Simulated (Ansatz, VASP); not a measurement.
# One calculation of RbBr, two programs

```
CELL_PARAMETERS angstrom
4.12608 0.00000 0.00000
0.00000 4.12608 0.00000
0.00000 0.00000 4.12608
ATOMIC_POSITIONS crystal
Rb 0.00000 0.00000 0.00000
Br 0.50000 0.50000 0.50000
```

Alike in both runs: task relaxation of cell and atoms; functional PBE; k mesh 7 × 7 × 7; occupations fermi-dirac, width 0.05 eV; no spin polarisation.

```csv
,VASP,Ansatz
version,VASP 6.6.1,Ansatz 0.2.0
potentials or method,"VASP PAW PBE potentials, release 64 (Rb_sv, Br)",Ansatz PAW
plane-wave cutoff (eV),600,420
valence electrons in the cell,16,16
```

|  | VASP | Ansatz | Ansatz less VASP |
| --- | --- | --- | --- |
| gap on the k mesh at the Fermi level, each at its own relaxed structure (eV) | 3.92 | 3.95 | +0.025 |
| relaxed volume (Å³/atom) | 37.14 | 36.86 | -0.282 |
| relaxed cell length with the largest relative difference (Å) | 4.204 | 4.193 | -0.0107 |

Noted on Ansatz's run: odd divisions of the mesh miss points on the zone boundary, where band edges often lie, so the gap on the mesh can be too wide; the plane-wave basis is chosen anew once the cell has moved, so the energies of steps on either side of that aren't comparable.
